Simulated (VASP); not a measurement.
# InP (Fm-3m) in VASP: further runs

The runs below take InP through single point, relaxation of cell and atoms, with PBEsol.

Program: VASP 6.6.1. These are calculated values, not measurements. Logs are shortened: lines on timing, memory, paths and dates and some standing lists are left out, and cuts for length are marked.

### Step 1. The cell of the first run

The structure is cubic, space group Fm-3m (No. 225). Conventional cell: a = 5.425 Å, b = 5.425 Å, c = 5.425 Å, α = 90.00°, β = 90.00°, γ = 90.00°. In (site symmetry m-3m) has 6 P at 2.71 Å within 3.6 Å. P (site symmetry m-3m) has 6 In at 2.71 Å within 3.6 Å.

### Step 2. Single point, PBEsol (volume scaled by 0.98)

Contents of INCAR:

```
  PREC = Accurate
  ENCUT = 520
  EDIFF = 1E-7
  ISMEAR = -1
  SIGMA = 0.15
  LREAL = F
  LASPH = T
  NELM = 80
  ALGO = Normal
  ISIF = 2
  LWAVE = F
  LCHARG = F
  GGA = PS
  NBANDS = 16
```

Contents of KPOINTS:

```
Automatic mesh
0
Gamma
  14 14 14
```

Contents of POSCAR:

```
InP
1.0
    0.0000000000      2.7127416506      2.7127416506
    2.7127416506      0.0000000000      2.7127416506
    2.7127416506      2.7127416506      0.0000000000
In P
1 1
Direct
    0.0000000000      0.0000000000      0.0000000000
    0.5000000000      0.5000000000      0.5000000000
```

Potentials or basis: VASP PAW PBE potentials, release 64 (In_d, P).

Launch:

```console
cat potpaw_PBE.64/In_d/POTCAR potpaw_PBE.64/P/POTCAR > POTCAR
mpirun -np 1 vasp_std > vasp.out
```

OUTCAR:

```text
PREC = Accurate
   ENCUT = 520
   EDIFF = 1E-7
   ISMEAR = -1
   LREAL = F
   LASPH = T
   NELM = 80
   ISIF = 2
   GGA = PS

 ion  position               nearest neighbor table
   1  0.000  0.000  0.000-   2 2.71   2 2.71   2 2.71   2 2.71   2 2.71   2 2.71
   2  0.500  0.500  0.500-   1 2.71   1 2.71   1 2.71   1 2.71   1 2.71   1 2.71

  LATTYP: Found a face centered cubic cell.
 ALAT       =     5.4254833012

  Lattice vectors:

 A1 = (   0.0000000000,   2.7127416506,   2.7127416506)
 A2 = (   2.7127416506,   0.0000000000,   2.7127416506)
 A3 = (   2.7127416506,   2.7127416506,   0.0000000000)

Analysis of symmetry for initial positions (statically):
=====================================================================
 Subroutine PRICEL returns:
 Original cell was already a primitive cell.

 Routine SETGRP: Setting up the symmetry group for a
 face centered cubic supercell.

 Subroutine GETGRP returns: Found 48 space group operations
 (whereof 48 operations were pure point group operations)
 out of a pool of 48 trial point group operations.

The static configuration has the point symmetry O_h .

Analysis of symmetry for dynamics (positions and initial velocities):
=====================================================================
 Subroutine PRICEL returns:
 Original cell was already a primitive cell.

 Routine SETGRP: Setting up the symmetry group for a
 face centered cubic supercell.

 Subroutine GETGRP returns: Found 48 space group operations
 (whereof 48 operations were pure point group operations)
 out of a pool of 48 trial point group operations.

The dynamic configuration has the point symmetry O_h .

 Subroutine INISYM returns: Found 48 space group operations
 (whereof 48 operations are pure point group operations),
 and found     1 'primitive' translations

----------------------------------------------------------------------------------------

                                     Primitive cell

  volume of cell :      39.9260

  direct lattice vectors                    reciprocal lattice vectors
     0.000000000  2.712741651  2.712741651    -0.184315377  0.184315377  0.184315377
     2.712741651  0.000000000  2.712741651     0.184315377 -0.184315377  0.184315377
     2.712741651  2.712741651  0.000000000     0.184315377  0.184315377 -0.184315377

  length of vectors
     3.836396033  3.836396033  3.836396033     0.319243598  0.319243598  0.319243598

  position of ions in fractional coordinates (direct lattice)
     0.000000000  0.000000000  0.000000000
     0.500000000  0.500000000  0.500000000

  ion indices of the primitive-cell ions
   primitive index   ion index
                 1           1
                 2           2

----------------------------------------------------------------------------------------

 KPOINTS: Automatic mesh

Automatic generation of k-mesh.
 Grid dimensions read from file:
 generate k-points for:   14   14   14

 Generating k-lattice:

  Cartesian coordinates                     Fractional coordinates (reciprocal lattice)
    -0.013165384  0.013165384  0.013165384     0.071428571  0.000000000  0.000000000
     0.013165384 -0.013165384  0.013165384     0.000000000  0.071428571  0.000000000
     0.013165384  0.013165384 -0.013165384     0.000000000  0.000000000  0.071428571

  Length of vectors
     0.022803114  0.022803114  0.022803114

  Shift w.r.t. Gamma in fractional coordinates (k-lattice)
     0.000000000  0.000000000  0.000000000

 Subroutine IBZKPT returns following result:
 ===========================================

 Found    104 irreducible k-points:

 Following reciprocal coordinates:
            Coordinates               Weight
  0.000000  0.000000  0.000000      1.000000
  0.071429  0.000000  0.000000      8.000000
  0.142857  0.000000  0.000000      8.000000
  0.214286  0.000000  0.000000      8.000000
  0.285714  0.000000  0.000000      8.000000
  0.357143  0.000000  0.000000      8.000000
[... 16 lines left out ...]
  0.214286  0.142857  0.000000     24.000000
  0.285714  0.142857  0.000000     24.000000
 [... further k-points ...]
   k-points           NKPTS =    104   k-points in BZ     NKDIM =    104   number of bands    NBANDS=     16
   number of dos      NEDOS =    301   number of ions     NIONS =      2
   total plane-waves  NPLWV =  27000
   dimension x,y,z NGX =    30 NGY =   30 NGZ =   30
   dimension x,y,z NGXF=    60 NGYF=   60 NGZF=   60
   ions per type =               1   1
   NGX,Y,Z   is equivalent  to a cutoff of  13.00, 13.00, 13.00 a.u.
   NGXF,Y,Z  is equivalent  to a cutoff of  26.00, 26.00, 26.00 a.u.
 SYSTEM =  unknown system
   PREC   = accura    normal or accurate (medium, high low for compatibility)
   ISTART =      0    job   : 0-new  1-cont  2-samecut
   ICHARG =      2    charge: 1-file 2-atom 10-const
   ISPIN  =      1    spin polarized calculation?
   LNONCOLLINEAR =      F non collinear calculations
   LSORBIT =      F    spin-orbit coupling
   LASPH  =      T    aspherical Exc in radial PAW
   ENCUT  =  520.0 eV  38.22 Ry    6.18 a.u.   7.13  7.13  7.13*2*pi/ulx,y,z
   NELM   =     80;   NELMIN=  2; NELMDL= -5     # of ELM steps
   EDIFF  = 0.1E-06   stopping-criterion for ELM
   LREAL  =      F    real-space projection
   EDIFFG = 0.1E-05   stopping-criterion for IOM
   NSW    =      0    number of steps for IOM
   IBRION =     -1    ionic relax: 0-MD 1-quasi-New 2-CG
   NFREE  =      0    steps in history (QN), initial steepest desc. (CG)
   ISIF   =      2    stress and relaxation
   ISYM   =      2    0-nonsym 1-usesym 2-fastsym
   POTIM  = 0.5000    time-step for ionic-motion
   TEBEG  =    0.0;   TEEND  =   0.0 temperature during run
   PSTRESS=    0.0 pullay stress
   NELECT =      18.0000    total number of electrons
   NUPDOWN=      -1.0000    fix difference up-down
   EMIN   =  10.00;   EMAX   =-10.00  energy-range for DOS
   EFERMI =   0.00;   METHOD = LEGACY
   ISMEAR =    -1;   SIGMA  =   0.15  broadening in eV -4-tet -1-fermi 0-gaus
   EFERMI_NEDOS =   21; number of points for ismear=-14 and -15
   IALGO  =     38    algorithm
   IMIX   =      4    mixing-type and parameters
     AMIX     =   0.40;   BMIX     =  1.00
     AMIX_MAG =   1.60;   BMIX_MAG =  1.00
  volume/ion in A,a.u.               =      19.96       134.72
  Fermi-wavevector in a.u.,A,eV,Ry     =   1.255299  2.372171 21.439733  1.575776
  Thomas-Fermi vector in A             =   2.389062
   LORBIT       =      0    0 simple, 1 ext, 2 COOP (PROOUT), +10 PAW based schemes
   GGA     = PS    functional components
   LHFCALC =     F    Hartree Fock is set to
   AEXX    =    0.0000 exact exchange contribution
   IVDW    =     0    specifies the selected vdW correction
   LEPSILON=     F    determine dielectric tensor
   LRPA    =     F    only Hartree local field effects (RPA)
 non-spin polarized calculation
  energy-cutoff  :      520.00
  volume of cell :       39.93
 maximum number of plane-waves:      1090
 NGX is ok and might be reduce to    30
   NGX = 15   NGY = 15   NGZ = 15

 number of electron      17.9999992 magnetization

 Free energy of the ion-electron system (eV)
  ---------------------------------------------------
  ext. energy  EPLUGINS =         0.00000000
  ---------------------------------------------------
  free energy    TOTEN  =        -8.82562824 eV

  energy without entropy =       -8.75942443  energy(sigma->0) =       -8.79252633

 E-fermi :   7.7341     XC(G=0): -10.8361

 val. band max:        7.7283692657   @ k =  -0.1429   0.0714   0.0000
 cond. band min:       7.8164820323   @ k =  -0.4286   0.0714   0.0000
 fundamental gap:      0.0881127666
 Fermi energy:         7.7340592569

 k-point     1 :       0.0000    0.0000    0.0000
  band No.  band energies     occupation
      1      -6.5133      2.00000
      2      -6.5133      2.00000
      3      -6.4875      2.00000
      4      -6.4875      2.00000
      5      -6.4875      2.00000
      6      -4.8023      2.00000
[... 8 lines left out ...]
     15      16.4831      0.00000
     16      16.4831      0.00000

 k-point     2 :       0.0714    0.0000    0.0000
  band No.  band energies     occupation
      1      -6.5162      2.00000
      2      -6.5162      2.00000
      3      -6.4879      2.00000
      4      -6.4836      2.00000
      5      -6.4836      2.00000
      6      -4.7337      2.00000
[... 8 lines left out ...]
     15      15.8275      0.00000
     16      16.4207      0.00000

 k-point     3 :       0.1429    0.0000    0.0000
  band No.  band energies     occupation
      1      -6.5263      2.00000
      2      -6.5263      2.00000
      3      -6.4894      2.00000
      4      -6.4703      2.00000
      5      -6.4703      2.00000
      6      -4.5291      2.00000
[... 8 lines left out ...]
     15      15.6411      0.00000
     16      16.1891      0.00000

 k-point     4 :       0.2143    0.0000    0.0000
  band No.  band energies     occupation
      1      -6.5422      2.00000
      2      -6.5422      2.00000
      3      -6.4928      2.00000
      4      -6.4495      2.00000
      5      -6.4495      2.00000
      6      -4.1944      2.00000
[... 8 lines left out ...]
     15      16.1304      0.00000
     16      16.1304      0.00000
[... 324 lines left out ...]
 k-point    22 :       0.1429    0.1429    0.0000
  band No.  band energies     occupation
      1      -6.5624      2.00000
      2      -6.5022      2.00000
      3      -6.5009      2.00000
      4      -6.4629      2.00000
      5      -6.4629      2.00000
      6      -4.4223      2.00000
[... 8 lines left out ...]
     15      17.9282      0.00000
     16      17.9283      0.00000

 k-point    23 :       0.2143    0.1429    0.0000
  band No.  band energies     occupation
      1      -6.5914      2.00000
      2      -6.5051      2.00000
      3      -6.5042      2.00000
      4      -6.4509      2.00000
      5      -6.4452      2.00000
      6      -4.1606      2.00000
[... 8 lines left out ...]
     15      17.6549      0.00000
     16      18.0968      0.00000

 k-point    24 :       0.2857    0.1429    0.0000
  band No.  band energies     occupation
      1      -6.6183      2.00000
      2      -6.5164      2.00000
      3      -6.5050      2.00000
      4      -6.4394      2.00000
      5      -6.4213      2.00000
      6      -3.7740      2.00000
[... 8 lines left out ...]
     15      17.9662      0.00000
     16      18.1492      0.00000

 [... further k-points ...]

------------------------ aborting loop because EDIFF is reached ----------------------------------------

  FORCE on cell =-STRESS in cart. coord.  units (eV):
  Direction    XX          YY          ZZ          XY          YZ          ZX
  --------------------------------------------------------------------------------------
  -------------------------------------------------------------------------------------
  Total        0.4521766      0.4521766      0.4521766      0.0000000      0.0000000     -0.0000000
  in kB       18.1452660     18.1452660     18.1452660      0.0000000      0.0000000     -0.0000000
  external PRESSURE =      18.1452660 kB  Pullay stress =       0.0000000 kB

 VOLUME and BASIS-vectors are now :
 -----------------------------------------------------------------------------
  energy-cutoff  :      520.00
  volume of cell :       39.93
      direct lattice vectors                 reciprocal lattice vectors
     0.000000000  2.712741651  2.712741651    -0.184315377  0.184315377  0.184315377
     2.712741651  0.000000000  2.712741651     0.184315377 -0.184315377  0.184315377
     2.712741651  2.712741651  0.000000000     0.184315377  0.184315377 -0.184315377

 POSITION                                       TOTAL-FORCE (eV/Angst)
 -----------------------------------------------------------------------------------
      0.00000      0.00000      0.00000         0.000000      0.000000     -0.000000
      2.71274      2.71274      2.71274        -0.000000      0.000000      0.000000
 -----------------------------------------------------------------------------------
    total drift:                               -0.000000      0.000000      0.000000

  FREE ENERGIE OF THE ION-ELECTRON SYSTEM (eV)
  ---------------------------------------------------
  free  energy   TOTEN  =        -8.8256282386 eV

  energy  without entropy=       -8.7594244313  energy(sigma->0) =       -8.79252633
```

Wall time 58 s (1 thread of Intel Xeon Platinum 8488C (Sapphire Rapids), shared host); peak memory 0.21 GiB.

Results:

```
Free energy            : -8.8256 eV
Pressure               : 1.8 GPa
Band gap on the k mesh : zero (band 9 reaches 8.05 eV, above the bottom of band 10 at 5.21 eV)
```

Caveat: the cell differs from its parent crystal (volume scaled by 0.98); the PAW data sets were made with another functional, which shifts forces and pressure a little; spin-orbit coupling is left out, which moves the levels of the heavy elements.

### Step 3. Single point, PBEsol (volume scaled by 1.02)

Contents of INCAR:

```
SYSTEM = InP
  PREC = Accurate
  ENCUT = 520
  EDIFF = 1E-6
  ISMEAR = -1
  SIGMA = 0.15
  LREAL = .FALSE.
  LASPH = .TRUE.
  NELM = 80
  ALGO = Normal
  ISIF = 2
  LWAVE = .FALSE.
  LCHARG = .FALSE.
  GGA = PS
  NBANDS = 16
```

Contents of KPOINTS:

```
regular mesh
0
G
  14 14 14
  0 0 0
```

Contents of POSCAR:

```
InP
1.0
    0.0000000000      2.7491586357      2.7491586357
    2.7491586357      0.0000000000      2.7491586357
    2.7491586357      2.7491586357      0.0000000000
In P
1 1
Direct
    0.0000000000      0.0000000000      0.0000000000
    0.5000000000      0.5000000000      0.5000000000
```

Potentials or basis: VASP PAW PBE potentials, release 64 (In_d, P).

Launch:

```console
cat potpaw_PBE.64/In_d/POTCAR potpaw_PBE.64/P/POTCAR > POTCAR
mpirun -np 1 vasp_std > vasp.out
```

Wall time 61 s (1 thread of Intel Xeon Platinum 8488C (Sapphire Rapids), shared host); peak memory 0.21 GiB.

Results (log left out):

```
Free energy            : -8.8271 eV
Pressure               : -1.6 GPa
Band gap on the k mesh : zero (band 9 reaches 7.52 eV, above the bottom of band 10 at 4.77 eV)
```

Levels at points of the mesh, in eV from the Fermi level:
```csv
k point,band 5,band 6,band 7,band 8,band 9,band 10,band 11,band 12,band 13,band 14
"(0.00, 0.00, 0.00)",-14.16,-12.22,-0.32,-0.32,-0.32,0.62,7.04,7.04,7.04,8.50
"(0.50, 0.00, 0.00)",-14.07,-10.05,-6.83,0.14,0.14,2.39,3.32,3.32,5.29,11.08
"(0.50, 0.50, 0.00)",-14.04,-8.86,-5.16,-2.57,-2.45,-2.45,3.68,9.96,9.96,10.25
```

Caveat: the cell differs from its parent crystal (volume scaled by 1.02); the PAW data sets were made with another functional, which shifts forces and pressure a little; spin-orbit coupling is left out, which moves the levels of the heavy elements.

### Step 4. Relaxation of cell and atoms, PBEsol, target pressure 5 GPa, at which the enthalpy is minimised

This run uses another cell than the first one, of 20.37 Å³/atom, 1.020 times its volume.

Contents of INCAR:

```
SYSTEM = InP
PREC = Accurate
ENCUT = 600
EDIFF = 1E-7
ISMEAR = -1
SIGMA = 0.15
LREAL = .False.
LASPH = .True.
NELM = 80
ALGO = Normal
ISIF = 3
LWAVE = .False.
LCHARG = .False.
GGA = PS
IBRION = 2
NSW = 80
EDIFFG = -0.001
PSTRESS = 50.0
```

Contents of KPOINTS:

```
Automatic mesh
0
Gamma
  14 14 14
  0 0 0
```

Contents of POSCAR:

```
InP
1.0
    0.0000000000      2.7310715421      2.7310715421
    2.7310715421      0.0000000000      2.7310715421
    2.7310715421      2.7310715421      0.0000000000
In P
1 1
Direct
    0.0000000000      0.0000000000      0.0000000000
    0.5000000000      0.5000000000      0.5000000000
```

Launch:

```console
cat potpaw_PBE.64/In_d/POTCAR potpaw_PBE.64/P/POTCAR > POTCAR
mpirun -np 1 vasp_std > vasp.out
```

It took 2.9 min on 1 thread of Intel Xeon Platinum 8488C (Sapphire Rapids), shared host; peak memory 0.24 GiB.

The run converged. Its results:

| Property | Result |
| --- | --- |
| Free energy | -8.8000 eV |
| Relaxed volume | 19.35 Å³/atom |
| Relaxed cell | a = 3.796 Å, b = 3.796 Å, c = 3.796 Å, α = 60.00°, β = 60.00°, γ = 60.00° |
| Space group after relaxing (to 0.05 Å) | Fm-3m (No. 225) |
| Energy change on relaxing (the enthalpy is what falls) | +15.5 meV/atom |
| Ionic steps | 6 |
| Pressure after relaxing | 5.0 GPa |
| Band gap on the k mesh | zero (band 9 reaches 8.48 eV, above the bottom of band 10 at 5.66 eV) |

Step by step:
| step | energy change (eV) | largest force (eV/Å) | pressure (GPa) | volume (Å³) |
| --- | --- | --- | --- | --- |
| 1 | 0.0000 | 0.0000 | 0.07 | 40.74 |
| 2 | 0.1006 | 0.0000 | 9.73 | 37.16 |
| 3 | 0.0307 | 0.0000 | 4.97 | 38.70 |
| 4 | 0.0319 | 0.0000 | 5.08 | 38.66 |
| 5 | 0.0304 | 0.0000 | 4.96 | 38.71 |
| 6 | 0.0310 | 0.0000 | 5.00 | 38.69 |

Final structure:
```
CELL_PARAMETERS angstrom
0.00000 2.68447 2.68447
2.68447 0.00000 2.68447
2.68447 2.68447 0.00000
ATOMIC_POSITIONS crystal
In 0.00000 0.00000 0.00000
P 0.50000 0.50000 0.50000
```

Levels at points of the mesh, in eV from the Fermi level:
```csv
k point,band 6,band 7,band 8,band 9,band 10,band 11,band 12,band 13
"(0.00, 0.00, 0.00)",-12.80,-0.38,-0.38,-0.38,1.23,7.05,7.05,7.05
"(0.50, 0.00, 0.00)",-10.38,-7.23,0.16,0.16,2.42,3.29,3.29,5.86
"(0.50, 0.50, 0.00)",-8.94,-5.63,-2.70,-2.70,-2.49,3.53,10.59,10.59
```

Caveat: the cell is relaxed towards a set pressure, so the enthalpy falls and the energy may rise; the PAW data sets were made with another functional, which shifts forces and pressure a little; spin-orbit coupling is left out, which moves the levels of the heavy elements.

### Step 5. Single point, PBEsol

This run uses another cell than the first one, of 20.37 Å³/atom, 1.020 times its volume.

Contents of INCAR:

```
ALGO     = Normal         # electronic algorithm
EDIFF    = 1E-6           # SCF threshold, eV
ENCUT    = 520            # plane-wave cutoff, eV
GGA      = PS             # functional
ISIF     = 2              # what is computed and relaxed
ISMEAR   = -1             # smearing method
LASPH    = True           # aspherical terms in the spheres
LCHARG   = False          # write CHGCAR
LREAL    = False          # projectors in reciprocal space
LWAVE    = False          # write WAVECAR
NBANDS   = 16             # bands
NELM     = 80             # most SCF steps
PREC     = Accurate       # precision mode
SIGMA    = 0.15           # smearing width, eV
```

Contents of KPOINTS:

```
k-points
0
Gamma
  14 14 14
```

Contents of POSCAR:

```
InP
1.0
    0.0000000000      2.7310715447      2.7310715447
    2.7310715447      0.0000000000      2.7310715447
    2.7310715447      2.7310715447      0.0000000000
In P
1 1
Direct
    0.0000000000      0.0000000000      0.0000000000
    0.5000000000      0.5000000000      0.5000000000
```

Launch:

```console
cat potpaw_PBE.64/In_d/POTCAR potpaw_PBE.64/P/POTCAR > POTCAR
mpirun -np 1 vasp_std > vasp.out
```

Wall time 28 s (1 thread of Intel Xeon 6975P-C (Granite Rapids), shared host); peak memory 0.21 GiB.

It converged, with:

* Free energy: -8.8306 eV
* Pressure: 0.0 GPa
* Band gap on the k mesh: zero (band 9 reaches 7.78 eV, above the bottom of band 10 at 4.96 eV)

Levels at points of the mesh, in eV from the Fermi level:
```csv
k point,band 7,band 8,band 9,band 10,band 11,band 12
"(0.00, 0.00, 0.00)",-0.33,-0.33,-0.33,0.78,7.04,7.04
"(0.50, 0.00, 0.00)",-6.94,0.14,0.14,2.40,3.31,3.31
"(0.50, 0.50, 0.00)",-5.29,-2.55,-2.52,-2.52,3.64,10.13
```

Caveat: the PAW data sets were made with another functional, which shifts forces and pressure a little; spin-orbit coupling is left out, which moves the levels of the heavy elements.

### Step 6. The runs side by side

| task | cell | cutoff (eV) | gap on the mesh (eV) | pressure (GPa) |
| --- | --- | --- | --- | --- |
| single point | a = 3.836 Å, angles 60.0°, 2 atoms | 520 | none | 1.8 |
| single point | a = 3.888 Å, angles 60.0°, 2 atoms | 520 | none | -1.6 |
| relaxation of cell and atoms | relaxed to 5 GPa from a = 3.862 Å, angles 60.0°, 2 atoms | 600 | none | 5.0 |
| single point | a = 3.862 Å, angles 60.0°, 2 atoms | 520 | none | 0.0 |

Alike in all rows: level PBEsol; potentials or basis VASP PAW PBE potentials, release 64 (In_d, P); no spin polarisation; k mesh 14 × 14 × 14; smearing fermi-dirac 0.15 eV.

Caveats: the PAW data sets were made with another functional, which shifts forces and pressure a little; spin-orbit coupling is left out, which moves the levels of the heavy elements; the cell is relaxed towards a set pressure, so the enthalpy falls and the energy may rise (some runs).

Absolute energies hang on the potentials; compare differences alone.
